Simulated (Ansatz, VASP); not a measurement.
Two plane-wave programs on Al

```
CELL_PARAMETERS angstrom
0.00000 2.00374 2.02398
2.02398 0.00000 2.02398
2.02398 2.00374 0.00000
ATOMIC_POSITIONS crystal
Al 0.00000 0.00000 0.00000
```

Change from the starting cell: strain -0.0100 x Voigt [0, 1, 0, 0, 0, 0], atoms carried along.

Alike in both runs: task single point; functional LDA; k mesh 20 × 20 × 20; occupations gaussian, width 0.15 eV; no spin polarisation.

```csv
,VASP,Ansatz
version,VASP 6.6.1,Ansatz 0.2.0
potentials or method,"VASP PAW LDA potentials, release 64 (Al), cutoff 520 eV","scalar-relativistic, plane waves, PAW"
valence electrons in the cell,3,3
```

|  | VASP | Ansatz | Ansatz less VASP |
| --- | --- | --- | --- |
| gap on the k mesh at the Fermi level (eV) | none | none | - |
| pressure (GPa) | -2.9 | -2.9 | -0.05 |

LDA's correlation is that of Perdew and Zunger in VASP and of Perdew and Wang (1992) in Ansatz. A gap of «none» marks a metal or a gap that the smearing closes.
